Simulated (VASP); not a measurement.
# TaO (P6/mmm) in VASP: settings compared

The runs below take TaO through single point, with PBEsol-based screened hybrid with 25 % exact exchange, PBE-based screened hybrid with 25 % exact exchange, HSE06.

All numbers are computed with VASP 6.6.1; they aren't measurements. Logs are shortened: lines on timing, memory, paths and dates and some standing lists are left out, and cuts for length are marked.

### 1 The cell of the first run

It takes space group P6/mmm (No. 191, hexagonal). The conventional cell has a = 3.019 Å, b = 3.019 Å, c = 3.803 Å, α = 90.00°, β = 90.00°, γ = 120.00°. Within 2.5 Å of Ta (site symmetry 6/mmm) lie 2 O at 1.90 Å. O (site symmetry 6/mmm) has 2 Ta at 1.90 Å within 2.5 Å.

### 2 Single point, PBEsol-based screened hybrid with 25 % exact exchange

The input, POSCAR:

```
TaO
1.0
    3.0188530823      0.0000028423      0.0000000000
   -1.5094290026      2.6144020385      0.0000000000
    0.0000000000      0.0000000000      3.8029430470
Ta O
1 1
Direct
    0.0000000000      0.0000000000      0.5000000000
    0.0000000000      0.0000000000      0.0000000000
```

The input, INCAR.step1:

```
SYSTEM = TaO
ALGO = Normal ; EDIFF = 1E-5
ENCUT = 520 ; GGA = PE
GGA_COMPAT = .False. ; ISIF = 2
ISMEAR = -1 ; LASPH = .True.
LREAL = .False. ; LWAVE = .True.
NBANDS = 16 ; NELM = 120
PREC = Accurate ; SIGMA = 0.05
```

The input, INCAR.step2:

```
SYSTEM = TaO
AEXX = 0.25 ; ALGO = Normal
EDIFF = 1E-6 ; ENCUT = 520
GGA = PS ; GGA_COMPAT = .False.
HFSCREEN = 0.207 ; ISIF = 2
ISMEAR = -1 ; ISTART = 1
LASPH = .True. ; LCHARG = .True.
LELF = .True. ; LHFCALC = .True.
LREAL = .False. ; LVHAR = .True.
LWAVE = .False. ; NBANDS = 16
NELM = 120 ; PREC = Accurate
PRECFOCK = Normal ; SIGMA = 0.05
```

The input, KPOINTS:

```
k-points
0
Gamma
  5 5 4
  0 0 0
```

Potentials or basis: VASP PAW PBE potentials, release 64 (Ta_sv_GW, O).

Run with:

```bash
$ cat potpaw_PBE.64/Ta_sv_GW/POTCAR potpaw_PBE.64/O/POTCAR > POTCAR
$ cp INCAR.step1 INCAR
$ mpirun -np 1 vasp_std > vasp.out
$ cp INCAR.step2 INCAR
$ mpirun -np 1 vasp_std > vasp.out
```

OUTCAR:

```text
SYSTEM = TaO
   AEXX = 0.25
   EDIFF = 1E-6
   ENCUT = 520
   GGA = PS
   HFSCREEN = 0.207
   ISIF = 2
   ISMEAR = -1
   ISTART = 1
   LASPH = .True.
   LHFCALC = .True.
   LREAL = .False.
   NELM = 120
   PREC = Accurate
   PRECFOCK = Normal

 ion  position               nearest neighbor table
   1  0.000  0.000  0.500-   2 1.90   2 1.90
   2  0.000  0.000  0.000-   1 1.90   1 1.90

  LATTYP: Found a hexagonal cell.
 ALAT       =     3.0188530823
 C/A-ratio  =     1.2597310778

  Lattice vectors:

 A1 = (   3.0188530823,   0.0000028423,   0.0000000000)
 A2 = (  -1.5094290026,   2.6144020385,   0.0000000000)
 A3 = (   0.0000000000,   0.0000000000,   3.8029430470)

Analysis of symmetry for initial positions (statically):
=====================================================================
 Subroutine PRICEL returns:
 Original cell was already a primitive cell.

 Routine SETGRP: Setting up the symmetry group for a
 hexagonal supercell.

 Subroutine GETGRP returns: Found 24 space group operations
 (whereof 24 operations were pure point group operations)
 out of a pool of 24 trial point group operations.

The static configuration has the point symmetry D_6h.

Analysis of symmetry for dynamics (positions and initial velocities):
=====================================================================
 Subroutine PRICEL returns:
 Original cell was already a primitive cell.

 Routine SETGRP: Setting up the symmetry group for a
 hexagonal supercell.

 Subroutine GETGRP returns: Found 24 space group operations
 (whereof 24 operations were pure point group operations)
 out of a pool of 24 trial point group operations.

The dynamic configuration has the point symmetry D_6h.

 Subroutine INISYM returns: Found 24 space group operations
 (whereof 24 operations are pure point group operations),
 and found     1 'primitive' translations

----------------------------------------------------------------------------------------

                                     Primitive cell

  volume of cell :      30.0147

  direct lattice vectors                    reciprocal lattice vectors
     3.018853082  0.000002842  0.000000000     0.331251449  0.191248529  0.000000000
[... 78 lines left out ...]
   EDIFFG = 0.1E-04   stopping-criterion for IOM
   NSW    =      0    number of steps for IOM
   IBRION =     -1    ionic relax: 0-MD 1-quasi-New 2-CG
   NFREE  =      0    steps in history (QN), initial steepest desc. (CG)
   ISIF   =      2    stress and relaxation
   ISYM   =      3    0-nonsym 1-usesym 2-fastsym
   POTIM  = 0.5000    time-step for ionic-motion
   TEBEG  =    0.0;   TEEND  =   0.0 temperature during run
   PSTRESS=    0.0 pullay stress
   NELECT =      19.0000    total number of electrons
   NUPDOWN=      -1.0000    fix difference up-down
   EMIN   =  10.00;   EMAX   =-10.00  energy-range for DOS
   EFERMI =   0.00;   METHOD = LEGACY
   ISMEAR =    -1;   SIGMA  =   0.05  broadening in eV -4-tet -1-fermi 0-gaus
   EFERMI_NEDOS =   21; number of points for ismear=-14 and -15
   IALGO  =     38    algorithm
   IMIX   =      1    mixing-type and parameters
     AMIX     =   0.40;   BMIX     =  1.00
     AMIX_MAG =   1.60;   BMIX_MAG =  1.00
  volume/ion in A,a.u.               =      15.01       101.27
  Fermi-wavevector in a.u.,A,eV,Ry     =   1.405663  2.656318 26.883597  1.975889
  Thomas-Fermi vector in A             =   2.528102
   LORBIT       =      0    0 simple, 1 ext, 2 COOP (PROOUT), +10 PAW based schemes
   GGA     = PS    functional components
   LHFCALC =     T    Hartree Fock is set to
   PRECFOCK=normal    Normal, Fast or Accurate (Low or Medium for compatibility)
   ENCUT4O =  -1.0   cutoff for four orbital integrals eV
   NKREDX  =     1    reduce k-point grid by
   NKREDY  =     1    reduce k-point grid by
   NKREDZ  =     1    reduce k-point grid by
   AEXX    =    0.2500 exact exchange contribution
   HFSCREEN=    0.2070 screening length (either q_TF or 0.3 A-1)
   HFSCREENC=   0.2070 screening length for correlation (either q_TF or 0.3 A-1)
   ENCUTFOCK=  -1.0 apply spherical cutoff to Coloumb kernel
   IVDW    =     0    specifies the selected vdW correction
   LEPSILON=     F    determine dielectric tensor
   LRPA    =     F    only Hartree local field effects (RPA)
 non-spin polarized calculation
  energy-cutoff  :      520.00
  volume of cell :       30.01
 maximum number of plane-waves:       832
 NGX is ok and might be reduce to    24
  NGX = 18; NGY = 18; NGZ = 24

 number of electron      18.9999998 magnetization

 Free energy of the ion-electron system (eV)
  ---------------------------------------------------
  ext. energy  EPLUGINS =         0.00000000
  ---------------------------------------------------
  free energy    TOTEN  =       -26.44447178 eV

  energy without entropy =      -26.43757371  energy(sigma->0) =      -26.44102275

 E-fermi :   6.7423     XC(G=0):  -9.5816

 val. band max:        6.5651040463   @ k =   0.2000   0.0000   0.5000
 cond. band min:       6.7668559204   @ k =   0.4000   0.0000   0.0000
 fundamental gap:      0.2017518741
 Fermi energy:         6.7422667386

 k-point     1 :       0.0000    0.0000    0.0000
  band No.  band energies     occupation
      1     -65.4143      2.00000
      2     -30.7900      2.00000
      3     -29.8508      2.00000
      4     -29.8508      2.00000
      5     -15.4348      2.00000
      6       0.4931      2.00000
[... 262 lines left out ...]
      3     -30.5302      2.00000
      4     -30.1898      2.00000
      5     -12.9265      2.00000
      6      -2.2051      2.00000
[... 8 lines left out ...]
     15      18.2701      0.00000
     16      20.2363      0.00000

------------------------ aborting loop because EDIFF is reached ----------------------------------------

  FORCE on cell =-STRESS in cart. coord.  units (eV):
  Direction    XX          YY          ZZ          XY          YZ          ZX
  --------------------------------------------------------------------------------------
  -------------------------------------------------------------------------------------
  Total       -0.3749800     -0.3749800     -0.4234844     -0.0000000      0.0000000     -0.0000000
  in kB      -20.0163213    -20.0163213    -22.6054749     -0.0000000      0.0000000     -0.0000000
  external PRESSURE =     -20.8793725 kB  Pullay stress =       0.0000000 kB

 VOLUME and BASIS-vectors are now :
 -----------------------------------------------------------------------------
  energy-cutoff  :      520.00
  volume of cell :       30.01
      direct lattice vectors                 reciprocal lattice vectors
     3.018853082  0.000002842  0.000000000     0.331251449  0.191248529  0.000000000
    -1.509429003  2.614402039  0.000000000    -0.000000360  0.382496434  0.000000000
     0.000000000  0.000000000  3.802943047     0.000000000  0.000000000  0.262954240

 POSITION                                       TOTAL-FORCE (eV/Angst)
 -----------------------------------------------------------------------------------
      0.00000      0.00000      1.90147         0.000000      0.000000      0.000000
      0.00000      0.00000      0.00000        -0.000000      0.000000      0.000000
 -----------------------------------------------------------------------------------
    total drift:                               -0.000000      0.000036      0.000000

  FREE ENERGIE OF THE ION-ELECTRON SYSTEM (eV)
  ---------------------------------------------------
  free  energy   TOTEN  =       -26.4444717798 eV

  energy  without entropy=      -26.4375737145  energy(sigma->0) =      -26.44102275
```

OUTCAR.step1:

```text
SYSTEM = TaO
   EDIFF = 1E-5
   ENCUT = 520
   GGA = PE
   ISIF = 2
   ISMEAR = -1
   LASPH = .True.
[... 495 lines left out ...]
      0.00000      0.00000      1.90147        -0.000000      0.000000      0.000000
      0.00000      0.00000      0.00000         0.000000      0.000000      0.000000
 -----------------------------------------------------------------------------------
    total drift:                               -0.000000      0.000000      0.000000

  FREE ENERGIE OF THE ION-ELECTRON SYSTEM (eV)
  ---------------------------------------------------
  free  energy   TOTEN  =       -22.1755304617 eV

  energy  without entropy=      -22.1585764374  energy(sigma->0) =      -22.16705345
```

Wall time 14 min (1 thread of Intel Xeon 6975P-C (Granite Rapids), shared host); peak memory 0.26 GiB.

What came out:

| Quantity | Value |
| --- | --- |
| Free energy | -26.4445 eV |
| Pressure | -2.1 GPa |
| Band gap on the k mesh | zero (an odd number of electrons rules out a gap without spin polarisation) |

Stress tensor (GPa, compression positive):
```
-2.00  0.00  0.00
 0.00 -2.00  0.00
 0.00  0.00 -2.26
```

Levels at points of the mesh, in eV from the Fermi level:
```
           k point  band 6  band 7  band 8  band 9  band 10  band 11  band 12  band 13
(0.00, 0.00, 0.00)   -6.25   -4.53   -3.22   -3.22     0.83     0.83     4.08     4.08
(0.00, 0.00, 0.50)   -9.47   -5.88   -4.43   -4.43     0.94     0.94     4.59     6.88
```

Caveat: the k points lie up to 0.48 Å⁻¹ apart, too coarse for converged energies and pressures of a metal; the PAW data sets were made with another functional, which shifts forces and pressure a little; spin-orbit coupling is left out, which moves the levels of the heavy elements; an odd number of electrons without spin polarisation forces a metal; a magnetic or distorted state may lie lower.

[end of part 1 of 2]

The gap in the log of VASP goes by the Fermi energy; the results here count the filled bands.